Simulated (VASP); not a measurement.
# TlH4 (P1) in VASP: single point with PBE

Aim: the single point of TlH4 with PBE.

All numbers are computed with VASP 6.6.1; they aren't measurements. Logs are shortened: lines on timing, memory, paths and dates and some standing lists are left out, and cuts for length are marked.

## 1. The cell of the first run

The typed cell holds 10 atoms: a = 3.963 Å, b = 3.975 Å, c = 7.993 Å, α = 90.29°, β = 90.45°, γ = 90.36°.

## 2. Single point, PBE

Input file INCAR:

```
SYSTEM = TlH4
PREC = Accurate
ENCUT = 520
EDIFF = 1E-7
ISMEAR = 0
SIGMA = 0.1
LREAL = .False.
LASPH = .True.
NELM = 100
ALGO = Normal
ISIF = 2
LWAVE = .False.
LCHARG = .False.
GGA = PE
NBANDS = 28
```

Input file KPOINTS:

```
Automatic mesh
0
Gamma
  4 4 2
  0 0 0
```

Input file POSCAR:

```
TlH4
1.0
    3.9548928434      0.1546277008      0.2044214027
   -0.1881327864      3.9678144694      0.1482173877
   -0.4601955202     -0.3604701745      7.9716912331
Tl H
2 8
Direct
    0.3993418716      0.4988014992      0.1968552664
    0.4005902411      0.5011827769      0.7017025624
    0.3981443391     -0.0010306454      0.2004060076
    0.9886765385     -0.0308840503      0.4431901439
    0.4014244853      0.5009061773      0.9340155823
    0.3991053079      0.4996875109      0.4682649550
    0.8109931742      0.0302939682      0.4522803415
    0.4017401503      1.0010312560      0.7030565263
    0.8990986439      0.4987623345      0.1959106944
    0.9008852480      0.5012491728      0.7043179203
```

Potentials or basis: VASP PAW PBE potentials, release 64 (Tl_d, H).

Started as:

```
cat potpaw_PBE.64/Tl_d/POTCAR potpaw_PBE.64/H/POTCAR > POTCAR
mpirun -np 1 vasp_std > vasp.out
```

OUTCAR:

```text
SYSTEM = TlH4
   PREC = Accurate
   ENCUT = 520
   EDIFF = 1E-7
   ISMEAR = 0
   LREAL = .False.
   LASPH = .True.
   NELM = 100
   ISIF = 2
   GGA = PE

 ion  position               nearest neighbor table
   1  0.399  0.499  0.197-   9 1.98   9 1.98   3 1.99   3 1.99   5 2.10   6 2.17   2 3.96   2 4.04

   2  0.401  0.501  0.702-   5 1.86   6 1.87  10 1.98  10 1.98   8 1.99   8 1.99   1 3.96   1 4.04

   3  0.398  0.999  0.200-   1 1.99   1 1.99
   4  0.989  0.969  0.443-   7 0.75
   5  0.401  0.501  0.934-   2 1.86   1 2.10
   6  0.399  0.500  0.468-   2 1.87   1 2.17
   7  0.811  0.030  0.452-   4 0.75
   8  0.402  0.001  0.703-   2 1.99   2 1.99
   9  0.899  0.499  0.196-   1 1.98   1 1.98
  10  0.901  0.501  0.704-   2 1.98   2 1.98

  LATTYP: Found a triclinic cell.
 ALAT       =     3.9631900331
 B/A-ratio  =     2.8513701730
 C/A-ratio  =     1.0029890869
 COS(alpha) =     0.0008518857
 COS(beta)  =     0.0063611332
 COS(gamma) =     0.7069139267

  Lattice vectors:

 A1 = (  -3.9548928434,  -0.1546277008,  -0.2044214027)
 A2 = (  -8.3699812070,  -0.6697255761,   7.5628484277)
 A3 = (  -0.1881327864,   3.9678144694,   0.1482173877)

Analysis of symmetry for initial positions (statically):
=====================================================================
 Subroutine PRICEL returns:
 Original cell was already a primitive cell.

 Routine SETGRP: Setting up the symmetry group for a
 triclinic supercell.

 Subroutine GETGRP returns: Found  1 space group operations
 (whereof  1 operations were pure point group operations)
 out of a pool of  2 trial point group operations.

The static configuration has the point symmetry C_1 .

Analysis of symmetry for dynamics (positions and initial velocities):
=====================================================================
 Subroutine PRICEL returns:
 Original cell was already a primitive cell.

 Routine SETGRP: Setting up the symmetry group for a
 triclinic supercell.

 Subroutine GETGRP returns: Found  1 space group operations
 (whereof  1 operations were pure point group operations)
 out of a pool of  2 trial point group operations.

The dynamic configuration has the point symmetry C_1 .

[... 111 lines left out ...]
   EDIFFG = 0.1E-05   stopping-criterion for IOM
   NSW    =      0    number of steps for IOM
   IBRION =     -1    ionic relax: 0-MD 1-quasi-New 2-CG
   NFREE  =      0    steps in history (QN), initial steepest desc. (CG)
   ISIF   =      2    stress and relaxation
   ISYM   =      2    0-nonsym 1-usesym 2-fastsym
   POTIM  = 0.5000    time-step for ionic-motion
   TEBEG  =    0.0;   TEEND  =   0.0 temperature during run
   PSTRESS=    0.0 pullay stress
   NELECT =      34.0000    total number of electrons
   NUPDOWN=      -1.0000    fix difference up-down
   EMIN   =  10.00;   EMAX   =-10.00  energy-range for DOS
   EFERMI =   0.00;   METHOD = LEGACY
   ISMEAR =     0;   SIGMA  =   0.10  broadening in eV -4-tet -1-fermi 0-gaus
   EFERMI_NEDOS =   21; number of points for ismear=-14 and -15
   IALGO  =     38    algorithm
   IMIX   =      4    mixing-type and parameters
     AMIX     =   0.40;   BMIX     =  1.00
     AMIX_MAG =   1.60;   BMIX_MAG =  1.00
  volume/ion in A,a.u.               =      12.59        84.97
  Fermi-wavevector in a.u.,A,eV,Ry     =   1.058141  1.999596 15.233918  1.119661
  Thomas-Fermi vector in A             =   2.193439
   LORBIT       =      0    0 simple, 1 ext, 2 COOP (PROOUT), +10 PAW based schemes
   GGA     = PE    functional components
   LHFCALC =     F    Hartree Fock is set to
   AEXX    =    0.0000 exact exchange contribution
   IVDW    =     0    specifies the selected vdW correction
   LEPSILON=     F    determine dielectric tensor
   LRPA    =     F    only Hartree local field effects (RPA)
 non-spin polarized calculation
 Gauss-broadening in eV      SIGMA  =   0.10
  energy-cutoff  :      520.00
  volume of cell :      125.91
 maximum number of plane-waves:      3423
 NGX is ok and might be reduce to    30
   NGX = 15   NGY = 15   NGZ = 29

 number of electron      34.0000002 magnetization

 Free energy of the ion-electron system (eV)
  ---------------------------------------------------
  ext. energy  EPLUGINS =         0.00000000
  ---------------------------------------------------
  free energy    TOTEN  =       -26.88682570 eV

  energy without entropy =      -26.88089495  energy(sigma->0) =      -26.88386032

 E-fermi :   1.3365     XC(G=0):  -7.9152

 val. band max:        1.0923930731   @ k =   0.2500   0.5000   0.5000
 cond. band min:       1.3812501674   @ k =  -0.2500   0.2500   0.0000
 fundamental gap:      0.2888570943
 Fermi energy:         1.3364590650

 k-point     1 :       0.0000    0.0000    0.0000
  band No.  band energies     occupation
      1     -10.7677      2.00000
      2     -10.7182      2.00000
      3     -10.4808      2.00000
      4     -10.1991      2.00000
      5      -9.9885      2.00000
      6      -9.9848      2.00000
[... 609 lines left out ...]
     27      10.8537      0.00000
     28      12.2144      0.00000

------------------------ aborting loop because EDIFF is reached ----------------------------------------

  FORCE on cell =-STRESS in cart. coord.  units (eV):
  Direction    XX          YY          ZZ          XY          YZ          ZX
  --------------------------------------------------------------------------------------
  -------------------------------------------------------------------------------------
  Total       -0.0937755     -0.1190562     -0.0844244      0.0444671      0.0472703      0.0607973
  in kB       -1.1932364     -1.5149181     -1.0742502      0.5658174      0.6014856      0.7736089
  external PRESSURE =      -1.2608016 kB  Pullay stress =       0.0000000 kB

 VOLUME and BASIS-vectors are now :
 -----------------------------------------------------------------------------
  energy-cutoff  :      520.00
  volume of cell :      125.91
      direct lattice vectors                 reciprocal lattice vectors
     3.954892843  0.154627701  0.204421403     0.251629435  0.011369107  0.015040342
    -0.188132786  3.967814469  0.148217388    -0.010374812  0.251134165  0.010757057
    -0.460195520 -0.360470175  7.971691233    -0.006259740 -0.004960872  0.124858204

 POSITION                                       TOTAL-FORCE (eV/Angst)
 -----------------------------------------------------------------------------------
      1.39492      1.96994      1.72483        -0.000648     -0.000241      0.000145
      1.16708      1.79760      5.74993         0.002361      0.001668     -0.001847
      1.29445      3.95305      1.82703         0.000095      0.000052      0.000227
      3.52383      3.83839      3.87872        -0.012772      0.002931      0.000134
      1.06352      1.71289      7.60199         0.002064      0.002167     -0.013754
      1.26892      1.87558      3.88851        -0.001206     -0.001562      0.014320
      2.99355      0.08257      3.77571         0.012408     -0.002698      0.000385
      1.26510     -0.18722      5.68683        -0.000130     -0.002186     -0.000253
      3.37185      2.04740      1.81946         0.000877      0.000206     -0.000204
      3.14448      1.87428      5.87306        -0.003048     -0.000337      0.000846
 -----------------------------------------------------------------------------------
    total drift:                               -0.000002     -0.000003      0.000140

  FREE ENERGIE OF THE ION-ELECTRON SYSTEM (eV)
  ---------------------------------------------------
  free  energy   TOTEN  =       -26.8868256961 eV

  energy  without entropy=      -26.8808949455  energy(sigma->0) =      -26.88386032
```

OSZICAR:

```text
N       E                     dE             d eps       ncg     rms          rms(c)
DAV:   1     0.137955350632E+03    0.13796E+03   -0.16135E+04  1120   0.106E+03
DAV:   2    -0.236273460645E+02   -0.16158E+03   -0.15787E+03  1244   0.235E+02
DAV:   3    -0.283756652094E+02   -0.47483E+01   -0.46805E+01  1332   0.360E+01
DAV:   4    -0.284172610357E+02   -0.41596E-01   -0.41583E-01  1364   0.341E+00
DAV:   5    -0.284177297888E+02   -0.46875E-03   -0.46875E-03  1268   0.345E-01    0.119E+01
DAV:   6    -0.271883432866E+02    0.12294E+01   -0.98066E-01  1208   0.774E+00    0.752E+00
DAV:   7    -0.268764838890E+02    0.31186E+00   -0.10909E+00  1208   0.593E+00    0.167E+00
DAV:   8    -0.268817305339E+02   -0.52466E-02   -0.22324E-01  1232   0.281E+00    0.347E-01
DAV:   9    -0.268847899069E+02   -0.30594E-02   -0.53505E-03  1216   0.416E-01    0.163E-01
DAV:  10    -0.268866697927E+02   -0.18799E-02   -0.12759E-03  1164   0.164E-01    0.256E-02
DAV:  11    -0.268867920368E+02   -0.12224E-03   -0.12645E-04  1268   0.681E-02    0.266E-02
DAV:  12    -0.268868246811E+02   -0.32644E-04   -0.42340E-05  1172   0.411E-02    0.924E-03
DAV:  13    -0.268868251570E+02   -0.47581E-06   -0.58491E-06  1284   0.156E-02    0.314E-03
DAV:  14    -0.268868257300E+02   -0.57308E-06   -0.71209E-07  1180   0.473E-03    0.832E-04
DAV:  15    -0.268868256961E+02    0.33972E-07   -0.14829E-07  1008   0.266E-03
   1 F= -.26886826E+02 E0= -.26883860E+02  d E =-.593075E-02
```

stdout:

```text
POSCAR found type information on POSCAR TlH
 POSCAR found :  2 types and      10 ions
 scaLAPACK will be used
 LDA part: xc-table for (Slater+PW92), standard interpolation
 POSCAR, INCAR and KPOINTS ok, starting setup
 FFT: planning ... GRIDC
 FFT: planning ... GRID_SOFT
 FFT: planning ... GRID
 WAVECAR not read
 entering main loop
```

Wall time 29 s (1 thread of Intel Xeon 6975P-C (Granite Rapids), shared host); peak memory 0.24 GiB.

What came out:

* Free energy: -26.8868 eV
* Pressure: -0.1 GPa
* Largest force: 0.014 eV/Å
* Band gap on the k mesh: zero (bands 17 and 18 overlap by 4.60 eV)

Forces on the atoms (eV/Å):
```
Tl  -0.001  0.000  0.000
Tl   0.002  0.002 -0.002
H    0.000  0.000  0.000
H   -0.013  0.003  0.000
H    0.002  0.002 -0.014
H   -0.001 -0.002  0.014
H    0.012 -0.003  0.000
H    0.000 -0.002  0.000
H    0.001  0.000  0.000
H   -0.003  0.000  0.001
```

Caveat: the k points lie up to 0.40 Å⁻¹ apart, too coarse for converged energies and pressures of a metal; spin-orbit coupling is left out, which moves the levels of the heavy elements.
